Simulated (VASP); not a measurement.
# Mg12Br in VASP: a series of runs, part 2 of 2

VASP 6.6.1. Earlier steps stand in the parts before.

## 3. Single point, LDA

INCAR

```
PREC = Accurate
ENCUT = 520
EDIFF = 1E-6
ISMEAR = -1
SIGMA = 0.1
LREAL = False
LASPH = True
NELM = 80
ALGO = Normal
ISIF = 2
LWAVE = False
LCHARG = False
NBANDS = 28
```

KPOINTS

```
regular mesh
0
Gamma
  2 2 1
```

POSCAR

```
Mg12Br
1.0
    6.4200000000      0.0000000000      0.0000000000
    3.2100000000      5.5598830000      0.0000000000
    0.0000000000      0.0000000000     16.2130400000
Mg Br
12 1
Direct
    0.0000000000      0.0000000000      0.0616787475
    0.5000000000      0.0000000000      0.0616787475
    0.0000037321      0.4999925358      0.0616787475
    0.5000037321      0.4999925358      0.0616787475
   -0.1366451772      0.3273090459      0.2184476199
    0.2772365667      0.4108539694      0.2547517307
   -0.2597571627      0.9289224252      0.2500456423
    0.3964511411      0.8286865029      0.2458206481
   -0.0160485453      0.0586702994      0.3867072431
    0.3878036992      0.1102181467      0.4088437455
   -0.1414781963      0.6483769533      0.4098429412
    0.4122994751      0.5452452866      0.4205935469
    0.6320758233      0.2478109701      0.5237512521
```

Potentials or basis: VASP PAW LDA potentials, release 64 (Mg, Br).

Command:

```console
$ cat potpaw_LDA.64/Mg/POTCAR potpaw_LDA.64/Br/POTCAR > POTCAR
$ mpirun -np 1 vasp_std > vasp.out
```

OUTCAR:

```text
PREC = Accurate
   ENCUT = 520
   EDIFF = 1E-6
   ISMEAR = -1
   LREAL = False
   LASPH = True
   NELM = 80
   ISIF = 2

 ion  position               nearest neighbor table
   1  0.000  0.000  0.062-   5 3.13   3 3.21   4 3.21   2 3.21   2 3.21   4 3.21   3 3.21   7 3.62

   2  0.500  0.000  0.062-   4 3.21   3 3.21   1 3.21   1 3.21   3 3.21   4 3.21   7 3.35   8 3.36

   3  0.000  0.500  0.062-   5 3.07   1 3.21   2 3.21   4 3.21   4 3.21   2 3.21   1 3.21   6 3.50
[... 4 lines left out ...]
                             7 3.57   6 3.57
   6  0.277  0.411  0.255-  10 3.02   5 3.02   7 3.04  12 3.08   8 3.14   7 3.39   8 3.42  11 3.43
                             3 3.50   5 3.57   4 3.60
   7  0.740  0.929  0.250-   8 2.59  11 3.03   6 3.04   9 3.06   5 3.07  10 3.24   2 3.35   6 3.39
                             5 3.57   1 3.62
   8  0.396  0.829  0.246-   7 2.59   6 3.14   5 3.15  10 3.19   9 3.24  12 3.34   5 3.35   2 3.36
                             6 3.42   4 3.52
   9  0.984  0.059  0.387-  10 2.80  13 2.96   7 3.06  12 3.11   5 3.11  11 3.14   8 3.24  12 3.47
                            11 3.47
[... 322 lines left out ...]

  FORCE on cell =-STRESS in cart. coord.  units (eV):
  Direction    XX          YY          ZZ          XY          YZ          ZX
  --------------------------------------------------------------------------------------
  -------------------------------------------------------------------------------------
  Total       -2.0728629     -4.6968051     -7.3181083      1.1970708     -1.5730612      0.5785139
  in kB       -5.7387331    -13.0031324    -20.2602256      3.3140975     -4.3550293      1.6016191
  external PRESSURE =     -13.0006970 kB  Pullay stress =       0.0000000 kB

 VOLUME and BASIS-vectors are now :
 -----------------------------------------------------------------------------
  energy-cutoff  :      520.00
  volume of cell :      578.72
      direct lattice vectors                 reciprocal lattice vectors
     6.420000000  0.000000000  0.000000000     0.155763240 -0.089929950  0.000000000
     3.210000000  5.559883000  0.000000000     0.000000000  0.179859900  0.000000000
     0.000000000  0.000000000 16.213040000     0.000000000  0.000000000  0.061678747

 POSITION                                       TOTAL-FORCE (eV/Angst)
 -----------------------------------------------------------------------------------
      0.00000      0.00000      1.00000         0.016948     -0.158617      0.445816
      3.21000      0.00000      1.00000        -0.028308      0.051795      0.493130
      1.60500      2.77990      1.00000         0.146716      0.089964      0.358400
      4.81500      2.77990      1.00000        -0.089832      0.034247      0.511154
      6.59340      1.81980      3.54170        -0.201335      0.184232      0.070240
      3.09870      2.28430      4.13030         0.079721      0.172668     -0.317329
      7.73420      5.16470      4.05400         1.328005     -0.027974     -0.397332
      5.20530      4.60740      3.98550        -1.322399     -0.134355     -0.177838
      6.50530      0.32620      6.26970        -0.493101      0.106329     -0.033962
      2.84350      0.61280      6.62860         0.149878     -0.297970     -0.051223
      7.59300      3.60490      6.64480         0.132609     -0.618174     -0.505579
      4.39720      3.03150      6.81910         0.217519      1.179251     -0.917424
      4.85340      1.37780      8.49160         0.063579     -0.581397      0.521948
 -----------------------------------------------------------------------------------
    total drift:                                0.000089      0.000139     -0.000247

  FREE ENERGIE OF THE ION-ELECTRON SYSTEM (eV)
  ---------------------------------------------------
  free  energy   TOTEN  =       -22.0787532300 eV

  energy  without entropy=      -21.8283467471  energy(sigma->0) =      -21.95354999
```

OSZICAR:

```text
N       E                     dE             d eps       ncg     rms          rms(c)
DAV:   1     0.786061201605E+02    0.78606E+02   -0.80206E+03   224   0.734E+02
DAV:   2    -0.849539523419E+01   -0.87102E+02   -0.79297E+02   280   0.105E+02
DAV:   3    -0.221929326865E+02   -0.13698E+02   -0.13418E+02   288   0.353E+01
[... 11 lines left out ...]
DAV:  15    -0.220787016135E+02   -0.72667E-04   -0.20917E-05   288   0.147E-02    0.623E-03
DAV:  16    -0.220787373585E+02   -0.35745E-04   -0.11017E-05   288   0.101E-02    0.201E-03
DAV:  17    -0.220787505271E+02   -0.13169E-04   -0.29535E-06   256   0.472E-03    0.100E-03
DAV:  18    -0.220787526744E+02   -0.21473E-05   -0.41199E-07   224   0.201E-03    0.464E-04
DAV:  19    -0.220787532300E+02   -0.55560E-06   -0.22543E-07   192   0.121E-03
   1 F= -.22078753E+02 E0= -.21953550E+02  d E =-.250406E+00
```

It took 90 s on 1 thread of AMD EPYC 9R45 (Zen 5), shared host; peak memory 0.42 GiB.

Results:

```
Free energy   : -22.0788 eV
Largest force : 1.510 eV/Å
```

Forces on the atoms (eV/Å):
```
Mg   0.017 -0.159  0.446
Mg  -0.028  0.052  0.493
Mg   0.147  0.090  0.358
Mg  -0.090  0.034  0.511
Mg  -0.201  0.184  0.070
Mg   0.080  0.173 -0.317
Mg   1.328 -0.028 -0.397
Mg  -1.322 -0.134 -0.178
Mg  -0.493  0.106 -0.034
Mg   0.150 -0.298 -0.051
Mg   0.133 -0.618 -0.506
Mg   0.218  1.179 -0.917
Br   0.064 -0.581  0.522
```

Caveat: the k points lie up to 0.57 Å⁻¹ apart; an odd number of electrons without spin polarisation forces a metal; a magnetic or distorted state may lie lower.

## 4. Single point, LDA

INCAR

```
SYSTEM = Mg12Br
PREC     = Accurate       ! precision mode
ENCUT    = 520            ! plane-wave cutoff, eV
EDIFF    = 1E-6           ! SCF threshold, eV
ISMEAR   = -1             ! smearing method
SIGMA    = 0.1            ! smearing width, eV
LREAL    = .False.        ! projectors in reciprocal space
LASPH    = .True.         ! aspherical terms in the spheres
NELM     = 60             ! most SCF steps
ALGO     = Normal         ! electronic algorithm
ISIF     = 2              ! what is computed and relaxed
LWAVE    = .False.        ! write WAVECAR
LCHARG   = .True.         ! write CHGCAR
LELF     = .True.         ! ELF
LVHAR    = .True.       
NBANDS   = 28             ! bands
```

KPOINTS

```
Automatic mesh
0
Gamma
  2 2 1
  0 0 0
```

POSCAR

```
Mg12Br
1.0
    6.4200000000      0.0000000000      0.0000000000
    3.2100000000      5.5598830000      0.0000000000
    0.0000000000      0.0000000000     16.2130400000
Mg Br
12 1
Direct
    0.0000000000      0.0000000000      0.0616787475
    0.5000000000      0.0000000000      0.0616787475
    0.0000037321      0.4999925358      0.0616787475
    0.5000037321      0.4999925358      0.0616787475
   -0.2152264813      0.3708890996      0.2189102105
    0.3050894542      0.3379207800      0.2299568742
   -0.1653158486      0.8634354356      0.2175532781
    0.2886866085      0.8700722659      0.2036262169
   -0.0317819006      0.1365856080      0.3735388305
    0.4803006680      0.1427008446      0.3954101143
   -0.0142781462      0.6025126788      0.4060867055
    0.4801396867      0.6652657979      0.3789603924
    0.5220753775      0.3008336686      0.5410274692
```

Command:

```console
$ cat potpaw_LDA.64/Mg/POTCAR potpaw_LDA.64/Br/POTCAR > POTCAR
$ mpirun -np 1 vasp_std > vasp.out
```

Wall time 93 s (1 thread of AMD EPYC 9R45 (Zen 5), shared host); peak memory 0.42 GiB.

Results (log left out):

| Quantity | Value |
| --- | --- |
| Free energy | -22.6218 eV |
| Largest force | 1.014 eV/Å |

Forces in eV/Å, atoms in the order of the input:
```
Mg  -0.209  0.210 -0.356
Mg   0.097  0.092  0.029
Mg   0.016 -0.017  0.170
Mg  -0.148 -0.058  0.048
Mg   0.093  0.250  0.022
Mg   0.076  0.307  0.139
Mg  -0.538 -0.059  0.558
Mg   0.419 -0.198  0.652
Mg   0.156 -0.374  0.099
Mg   0.165 -0.155  0.311
Mg   0.176  0.265 -0.568
Mg  -0.222 -0.301 -0.094
Br  -0.081  0.038 -1.010
```

Levels at points of the mesh, in eV from the Fermi level:
```csv
k point,band 12,band 13,band 14,band 15,band 16,band 17
"(0.00, 0.00, 0.00)",-1.73,-1.57,-0.87,-0.70,-0.59,-0.49
"(0.50, 0.00, 0.00)",-1.79,-1.47,-1.30,0.11,0.32,0.36
"(0.50, 0.50, 0.00)",-1.76,-1.46,-1.38,0.13,0.26,0.33
"(0.00, 0.50, 0.00)",-1.81,-1.49,-1.29,0.10,0.27,0.39
```

Caveat: the k points lie up to 0.57 Å⁻¹ apart; an odd number of electrons without spin polarisation forces a metal; a magnetic or distorted state may lie lower.

## 5. Single point, LDA

INCAR

```
PREC = Accurate ; ENCUT = 520
EDIFF = 1E-7 ; ISMEAR = -1
SIGMA = 0.1 ; LREAL = False
LASPH = True ; NELM = 60
ALGO = Normal ; ISIF = 2
LWAVE = False ; LCHARG = False
GGA = CA ; NBANDS = 28
```

KPOINTS

```
regular mesh
0
Gamma
  2 2 1
```

POSCAR

```
Mg12Br
1.0
    6.4200000000      0.0000000000      0.0000000000
    3.2100000000      5.5598830000      0.0000000000
    0.0000000000      0.0000000000     16.2130400000
Mg Br
12 1
Direct
    0.0000000000      0.0000000000      0.0616787475
    0.5000000000      0.0000000000      0.0616787475
    0.0000037321      0.4999925358      0.0616787475
    0.5000037321      0.4999925358      0.0616787475
   -0.1891053908      0.3800799405      0.2277117678
    0.2362953147      0.3900261930      0.2433843375
   -0.2394512637      0.8566906894      0.2451915248
    0.3438740290      0.8087939980      0.1904331328
    0.1392321656      0.0399468838      0.3914503387
    0.6045865595      0.0341913670      0.3999064950
    0.0179275811      0.6028364266      0.3942505539
    0.4782073109      0.5122769670      0.3853626464
    0.5522797265      0.2974343165      0.5175216986
```

Command:

```console
$ cat potpaw_LDA.64/Mg/POTCAR potpaw_LDA.64/Br/POTCAR > POTCAR
$ mpirun -np 1 vasp_std > vasp.out
```

It took 2.1 min on 1 thread of AMD EPYC 9R45 (Zen 5), shared host; peak memory 0.42 GiB.

It converged, with:

- Free energy: -21.6320 eV
- Largest force: 1.726 eV/Å

Forces in eV/Å, atoms in the order of the input:
```
Mg  -0.375  0.191  0.056
Mg   0.314  0.281  0.066
Mg   0.062  0.057  0.332
Mg  -0.108 -0.606 -0.208
Mg  -0.703 -0.774  0.092
Mg   1.017 -0.689 -0.354
Mg   0.477  0.491 -0.755
Mg  -0.476  0.548  1.123
Mg  -0.461  0.274 -0.646
Mg  -0.653 -0.017  0.001
Mg  -0.573 -0.602  0.144
Mg   1.350  0.766 -0.754
Br   0.129  0.081  0.905
```

Levels at points of the mesh, in eV from the Fermi level:
```csv
k point,band 12,band 13,band 14,band 15,band 16,band 17
"(0.00, 0.00, 0.00)",-1.50,-1.27,-0.86,-0.68,-0.67,-0.52
"(0.50, 0.00, 0.00)",-1.82,-1.46,-1.28,0.11,0.27,0.50
"(0.50, 0.50, 0.00)",-1.82,-1.57,-1.21,0.02,0.30,0.38
"(0.00, 0.50, 0.00)",-1.75,-1.47,-1.24,0.03,0.27,0.51
```

Caveat: the k points lie up to 0.57 Å⁻¹ apart; an odd number of electrons without spin polarisation forces a metal; a magnetic or distorted state may lie lower.
